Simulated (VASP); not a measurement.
# Al9H in VASP: further runs

Runs on Al9H. Level: PBE. Tasks: single point.

Program: VASP 6.6.1. These are calculated values, not measurements. Logs are shortened: lines on timing, memory, paths and dates and some standing lists are left out, and cuts for length are marked.

## (1) The cell of the first run

The cell holds a slab with vacuum, 20 atoms: a = 5.707 Å, b = 9.806 Å, c = 22.790 Å, α = 90.00°, β = 90.00°, γ = 98.37°.

## (2) Single point, PBE

Contents of INCAR:

```
SYSTEM = Al9H
PREC = Accurate ; ENCUT = 520
EDIFF = 1E-6 ; ISMEAR = 0
SIGMA = 0.1 ; LREAL = Auto
LASPH = .TRUE. ; NELM = 100
ALGO = Normal ; ISIF = 2
LWAVE = .FALSE. ; LCHARG = .TRUE.
LDIPOL = .TRUE. ; IDIPOL = 3
DIPOL = 0.5 0.5 0.301 ; GGA = PE
LELF = .TRUE. ; LVHAR = .TRUE.
LVACPOTAV = .TRUE. ; NBANDS = 44
```

Contents of KPOINTS:

```
regular mesh
0
G
  5 3 1
  0 0 0
```

Contents of POSCAR:

```
Al9H
1.0
    5.7070863106      0.0000000000      0.0000000000
   -1.4267715776      9.7014842380      0.0000000000
    0.0000000000      0.0000000000     22.7903703519
Al H
18 2
Direct
    0.2662216041      0.0648864163      0.1755127248
    0.7662216041      0.0648864163      0.1755127248
    0.3354806058      0.3419224231      0.2192029854
    0.8354806058      0.3419224231      0.2192029854
    0.1493324061      0.5973296244      0.2279410375
    0.6493324061      0.5973296244      0.2279410375
    0.4631842064      0.8527368258      0.2366790896
    0.9631842065      0.8527368258      0.2366790896
    0.0319772093      0.1277109169      0.2808262502
    0.5319772093      0.1277109169      0.2808262502
    0.0997917601      0.4042231294      0.3301071124
    0.5997917601      0.4042231294      0.3301071124
    0.4144000537      0.6596656514      0.3369822081
    0.9144000537      0.6596656514      0.3369822081
    0.2263076916      0.9110819252      0.3449259130
    0.7263076916      0.9110819252      0.3449259130
    0.2962427243      0.1814072004      0.3857054631
    0.7962427243      0.1814072004      0.3857054631
    0.6062643800      0.3484020156      0.4756557346
    0.6062643800      0.5008622017      0.4756557346
```

Potentials or basis: VASP PAW PBE potentials, release 64 (Al, H).

Run with:

```console
$ cat potpaw_PBE.64/Al/POTCAR potpaw_PBE.64/H/POTCAR > POTCAR
$ mpirun -np 1 vasp_std > vasp.out
```

OUTCAR:

```text
SYSTEM = Al9H
   PREC = Accurate
   ENCUT = 520
   EDIFF = 1E-6
   ISMEAR = 0
   LREAL = Auto
   LASPH = .TRUE.
   NELM = 100
   ISIF = 2
   GGA = PE

 ion  position               nearest neighbor table
   1  0.266  0.065  0.176-   2 2.85   2 2.85   9 2.86  10 2.86   7 2.87   8 2.87   3 2.87
   2  0.766  0.065  0.176-   1 2.85   1 2.85  10 2.86   9 2.86   8 2.87   7 2.87   4 2.87
   3  0.335  0.342  0.219-   4 2.85   4 2.85   6 2.87   5 2.87   1 2.87   9 2.89  10 2.89  12 2.96
                            11 2.97
   4  0.835  0.342  0.219-   3 2.85   3 2.85   5 2.87   6 2.87   2 2.87  10 2.89   9 2.89  11 2.96
                            12 2.97
   5  0.149  0.597  0.228-   6 2.85   6 2.85   4 2.87   3 2.87   8 2.87   7 2.87  13 2.93  14 2.93
                            11 2.99
   6  0.649  0.597  0.228-   5 2.85   5 2.85   3 2.87   4 2.87   7 2.87   8 2.87  14 2.93  13 2.93
                            12 2.99
   7  0.463  0.853  0.237-  10 2.85   8 2.85   8 2.85   1 2.87   2 2.87   5 2.87   6 2.87  16 2.90
                            15 2.91  13 2.96
   8  0.963  0.853  0.237-   9 2.85   7 2.85   7 2.85   1 2.87   2 2.87   5 2.87   6 2.87  15 2.90
                            16 2.91  14 2.96
   9  0.032  0.128  0.281-  18 2.83  17 2.83   8 2.85  10 2.85  10 2.85   1 2.86   2 2.86   3 2.89
                             4 2.89  11 2.91  15 2.93  16 2.93
  10  0.532  0.128  0.281-  17 2.83  18 2.83   7 2.85   9 2.85   9 2.85   2 2.86   1 2.86   4 2.89
                             3 2.89  12 2.91  16 2.93  15 2.93
  11  0.100  0.404  0.330-  12 2.85  12 2.85  14 2.86  13 2.87  18 2.88  17 2.89   9 2.91   4 2.96
                             3 2.97   5 2.99
  12  0.600  0.404  0.330-  11 2.85  11 2.85  13 2.86  14 2.87  17 2.88  18 2.89  10 2.91   3 2.96
                             4 2.97   6 2.99
  13  0.414  0.660  0.337-  16 2.83  15 2.83  14 2.85  14 2.85  12 2.86  11 2.87   5 2.93   6 2.93
                             7 2.96
  14  0.914  0.660  0.337-  15 2.83  16 2.83  13 2.85  13 2.85  11 2.86  12 2.87   6 2.93   5 2.93
                             8 2.96
  15  0.226  0.911  0.345-  17 2.78  14 2.83  13 2.83  16 2.85  16 2.85   8 2.90   7 2.91   9 2.93
                            10 2.93
  16  0.726  0.911  0.345-  18 2.78  13 2.83  14 2.83  15 2.85  15 2.85   7 2.90   8 2.91  10 2.93
                             9 2.93
  17  0.296  0.181  0.386-  15 2.78  10 2.83   9 2.83  18 2.85  18 2.85  12 2.88  11 2.89
  18  0.796  0.181  0.386-  16 2.78   9 2.83  10 2.83  17 2.85  17 2.85  11 2.88  12 2.89
  19  0.606  0.348  0.476-
  20  0.606  0.501  0.476-

  LATTYP: Found a simple monoclinic cell.
 ALAT       =     5.7070863106
 B/A-ratio  =     3.9933460108
 C/A-ratio  =     1.7181865166
 COS(beta)  =    -0.1455022476

  Lattice vectors:

 A1 = (   5.7070863106,   0.0000000000,   0.0000000000)
 A2 = (   0.0000000000,   0.0000000000, -22.7903703519)
 A3 = (  -1.4267715776,   9.7014842380,   0.0000000000)

Analysis of symmetry for initial positions (statically):
[... 160 lines left out ...]
   EFERMI_NEDOS =   21; number of points for ismear=-14 and -15
   IALGO  =     38    algorithm
   IMIX   =      4    mixing-type and parameters
     AMIX     =   0.40;   BMIX     =  1.00
     AMIX_MAG =   1.60;   BMIX_MAG =  1.00
  volume/ion in A,a.u.               =      63.09       425.77
  Fermi-wavevector in a.u.,A,eV,Ry     =   0.579610  1.095305  4.570853  0.335948
  Thomas-Fermi vector in A             =   1.623387
   LORBIT       =      0    0 simple, 1 ext, 2 COOP (PROOUT), +10 PAW based schemes
   GGA     = PE    functional components
   LHFCALC =     F    Hartree Fock is set to
   AEXX    =    0.0000 exact exchange contribution
   IVDW    =     0    specifies the selected vdW correction
   LEPSILON=     F    determine dielectric tensor
   LRPA    =     F    only Hartree local field effects (RPA)
 non-spin polarized calculation
 Gauss-broadening in eV      SIGMA  =   0.10
  energy-cutoff  :      520.00
  volume of cell :     1261.84
 maximum number of plane-waves:     34010
   NGX = 21   NGY = 37   NGZ = 85

 dipolmoment           0.000000      0.000000     -0.010643 electrons x Angstroem

 number of electron      55.9999999 magnetization

 dipolmoment           0.000000      0.000000      0.132245 electrons x Angstroem

 Free energy of the ion-electron system (eV)
  ---------------------------------------------------
  ext. energy  EPLUGINS =         0.00000000
  ---------------------------------------------------
  free energy    TOTEN  =       -65.40110938 eV

  energy without entropy =      -65.35093795  energy(sigma->0) =      -65.37602366

 E-fermi :  -1.3371     XC(G=0):  -3.4317

 val. band max:       -1.3452684578   @ k =  -0.2000   0.3333   0.0000
 cond. band min:      -1.3210649855   @ k =   0.2000  -0.0000   0.0000
 fundamental gap:      0.0242034723
 Fermi energy:        -1.3370815345

 k-point     1 :       0.0000    0.0000    0.0000
  band No.  band energies     occupation
      1     -11.4082      2.00000
      2      -9.8697      2.00000
      3      -9.7655      2.00000
      4      -9.1257      2.00000
      5      -7.3114      2.00000
      6      -7.2975      2.00000
[... 333 lines left out ...]
     39       0.7505      0.00000
     40       0.8983      0.00000
 [bands above 40 left out]

------------------------ aborting loop because EDIFF is reached ----------------------------------------

  FORCE on cell =-STRESS in cart. coord.  units (eV):
  Direction    XX          YY          ZZ          XY          YZ          ZX
  --------------------------------------------------------------------------------------
  -------------------------------------------------------------------------------------
  Total      -12.1665508    -17.7555813     -0.9899832      0.9291910     -0.6841085      0.0588600
  in kB      -15.4480637    -22.5445449     -1.2569974      1.1798086     -0.8686235      0.0747355
  external PRESSURE =     -13.0832020 kB  Pullay stress =       0.0000000 kB

 VOLUME and BASIS-vectors are now :
 -----------------------------------------------------------------------------
  energy-cutoff  :      520.00
  volume of cell :     1261.84
      direct lattice vectors                 reciprocal lattice vectors
     5.707086311  0.000000000  0.000000000     0.175220760  0.025769253  0.000000000
    -1.426771578  9.701484238  0.000000000     0.000000000  0.103077011  0.000000000
     0.000000000  0.000000000 22.790370352     0.000000000  0.000000000  0.043878181

 POSITION                                       TOTAL-FORCE (eV/Angst)
 -----------------------------------------------------------------------------------
      1.42677      0.62949      4.00000        -0.037214      0.135977      0.025727
      4.28031      0.62949      4.00000         0.027224      0.157313      0.024666
      1.42677      3.31715      4.99572         0.028253      0.041996      0.073666
      4.28031      3.31715      4.99572        -0.017574      0.037113      0.047000
      0.00000      5.79498      5.19486         0.002189     -0.094302      0.040654
      2.85354      5.79498      5.19486        -0.007473     -0.112952      0.032808
[... 12 lines left out ...]
      2.96291      3.38002     10.84037        -0.484464      3.178418     -0.289073
      2.74539      4.85911     10.84037         0.501126     -3.304044     -0.041469
 -----------------------------------------------------------------------------------
    total drift:                               -0.008012     -0.032135     -0.007262

  FREE ENERGIE OF THE ION-ELECTRON SYSTEM (eV)
  ---------------------------------------------------
  free  energy   TOTEN  =       -65.4011093815 eV

  energy  without entropy=      -65.3509379461  energy(sigma->0) =      -65.37602366

 vacuum level on the upper side and lower side of the slab         3.262         2.830
```

Run time: 12 min. Hardware: 1 thread of Intel Xeon 6975P-C (Granite Rapids), shared host; peak memory 1.2 GiB.

What came out:

| Item | Value |
| --- | --- |
| Free energy | -65.4011 eV |
| Largest force | 3.342 eV/Å |
| Band gap on the k mesh | zero (bands 28 and 29 overlap by 0.73 eV) |

Forces in eV/Å, atoms in the order of the input:
```
Al  -0.037  0.136  0.026
Al   0.027  0.157  0.025
Al   0.028  0.042  0.074
Al  -0.018  0.037  0.047
Al   0.002 -0.094  0.041
Al  -0.007 -0.113  0.033
Al  -0.007 -0.084 -0.115
Al   0.009 -0.078 -0.117
Al   0.002  0.000 -0.024
Al  -0.007  0.033  0.009
Al   0.013 -0.018  0.013
Al  -0.004  0.003  0.011
Al   0.005 -0.047  0.041
Al  -0.012 -0.041  0.022
Al  -0.001  0.012  0.003
Al  -0.001  0.022  0.009
Al   0.030  0.068  0.089
Al  -0.039  0.092  0.143
H   -0.484  3.178 -0.289
H    0.501 -3.304 -0.041
```

Levels at points of the mesh, in eV from the Fermi level:
| k point | band 25 | band 26 | band 27 | band 28 | band 29 | band 30 | band 31 | band 32 |
| --- | --- | --- | --- | --- | --- | --- | --- | --- |
| (0.00, 0.00, 0.00) | -1.11 | -1.08 | -0.94 | -0.62 | -0.58 | -0.27 | 0.10 | 0.77 |

## (3) Single point, PBE

Contents of INCAR:

```
SYSTEM = Al9H
PREC = Accurate
ENCUT = 520
EDIFF = 1E-7
ISMEAR = 0
SIGMA = 0.1
LREAL = Auto
LASPH = .True.
NELM = 60
ALGO = Normal
ISIF = 2
LWAVE = .False.
LCHARG = .False.
LDIPOL = .True.
IDIPOL = 3
DIPOL = 0.5 0.5 0.294
GGA = PE
NBANDS = 44
```

Contents of KPOINTS:

```
regular mesh
0
Gamma
  5 3 1
  0 0 0
```

POSCAR: that of step 2 with these lines changed.

```diff
@@ -26,3 +26,3 @@
     0.7962427243      0.1814072004      0.3857054631
-    0.6062643800      0.3484020156      0.4756557346
-    0.6062643800      0.5008622017      0.4756557346
+    0.6062643800      0.3303515454      0.4054506447
+    0.6062643800      0.5189126719      0.4054506447
```

Potentials or basis: VASP PAW PBE potentials, release 64 (Al, H).

Run with:

```console
$ cat potpaw_PBE.64/Al/POTCAR potpaw_PBE.64/H/POTCAR > POTCAR
$ mpirun -np 1 vasp_std > vasp.out
```

Wall time 14 min (1 thread of Intel Xeon 6975P-C (Granite Rapids), shared host); peak memory 1.2 GiB.

It converged, with:

| Item | Value |
| --- | --- |
| Free energy | -66.5287 eV |
| Largest force | 1.176 eV/Å |
| Band gap on the k mesh | zero (bands 28 and 29 overlap by 0.45 eV) |

Forces in eV/Å, atoms in the order of the input:
```
Al  -0.095  0.081  0.033
Al   0.104  0.251  0.009
Al  -0.163  0.035  0.004
Al   0.157  0.035 -0.077
Al  -0.014 -0.073 -0.046
Al   0.032 -0.104  0.275
Al  -0.119 -0.021 -0.098
Al   0.069 -0.048 -0.168
Al  -0.021 -0.058 -0.061
Al  -0.006  0.075  0.166
Al   0.032 -0.040 -0.156
Al  -0.001  0.441  0.732
Al   0.080 -0.161  0.315
Al   0.015 -0.078  0.139
Al  -0.046 -0.045 -0.036
Al   0.036 -0.065  0.072
Al  -0.164  0.025  0.005
Al   0.042  0.146  0.054
H    0.079 -0.521  0.007
H   -0.017  0.123 -1.170
```

Levels at points of the mesh, in eV from the Fermi level:
```
           k point  band 25  band 26  band 27  band 28  band 29  band 30  band 31  band 32
(0.00, 0.00, 0.00)    -1.07    -1.01    -0.85    -0.62    -0.29    -0.10     0.16     0.74
```

## (4) Single point, PBE

Contents of INCAR:

```
PREC     = Accurate       # precision mode
ENCUT    = 520            # plane-wave cutoff, eV
EDIFF    = 1E-6           # SCF threshold, eV
ISMEAR   = 0              # smearing method
SIGMA    = 0.1            # smearing width, eV
LREAL    = Auto         
LASPH    = True           # aspherical terms in the spheres
NELM     = 60             # most SCF steps
ALGO     = Normal         # electronic algorithm
ISIF     = 2              # what is computed and relaxed
LWAVE    = False          # write WAVECAR
LCHARG   = False          # write CHGCAR
LDIPOL   = True         
IDIPOL   = 3            
DIPOL    = 0.5 0.5 0.297
GGA      = PE             # functional
NBANDS   = 44             # bands
```

Contents of KPOINTS:

```
Automatic mesh
0
Gamma
  5 3 1
```

POSCAR: that of step 3 with these lines changed.

```diff
@@ -26,3 +26,3 @@
     0.7962427243      0.1814072004      0.3857054631
-    0.6062643800      0.3303515454      0.4054506447
-    0.6062643800      0.5189126719      0.4054506447
+    0.6062643800      0.3303515454      0.4335326807
+    0.6062643800      0.5189126719      0.4335326807
```

Run with:

```console
$ cat potpaw_PBE.64/Al/POTCAR potpaw_PBE.64/H/POTCAR > POTCAR
$ mpirun -np 1 vasp_std > vasp.out
```

Run time: 11 min. Hardware: 1 thread of Intel Xeon 6975P-C (Granite Rapids), shared host; peak memory 1.2 GiB.

The run converged. Its results:

```yaml
Free_energy: -65.5494 eV
Largest_force: 1.097 eV/Å
Band_gap_on_the_k_mesh: zero (bands 28 and 29 overlap by 0.60 eV)
```

Forces in eV/Å, atoms in the order of the input:
```
Al  -0.193  0.129 -0.011
Al   0.205  0.232 -0.022
Al  -0.039 -0.009 -0.025
Al   0.048 -0.014 -0.079
Al  -0.024 -0.082  0.018
Al   0.027 -0.128  0.149
Al  -0.073 -0.045 -0.091
Al   0.043 -0.061 -0.132
Al   0.008 -0.048 -0.099
Al  -0.031  0.149  0.166
Al   0.034 -0.060 -0.038
Al  -0.009  0.172  0.606
Al   0.056 -0.129  0.292
Al  -0.033 -0.075  0.154
Al  -0.006  0.024 -0.005
Al   0.018  0.028  0.081
Al   0.002  0.201  0.176
Al  -0.133  0.377  0.353
H   -0.009  0.016 -0.640
H    0.112 -0.677 -0.855
```

Levels at points of the mesh, in eV from the Fermi level:
```csv
k point,band 25,band 26,band 27,band 28,band 29,band 30,band 31,band 32
"(0.00, 0.00, 0.00)",-1.07,-1.01,-0.87,-0.59,-0.43,-0.28,0.06,0.66
```

## (5) Summary

```csv
cell,gap on the mesh (eV),largest force (eV/Å)
"as given, atomic positions A",none,3.34
"as given, atomic positions B",none,1.18
"as given, atomic positions C",none,1.10
```

Alike in all rows: task single point; level PBE; potentials or basis VASP PAW PBE potentials, release 64 (Al, H); no spin polarisation; k mesh 5 × 3 × 1; cutoff (eV) 520; smearing gaussian 0.1 eV.

Absolute energies hang on the potentials; compare differences alone.

The gap in the log of VASP goes by the Fermi energy; the results here count the filled bands.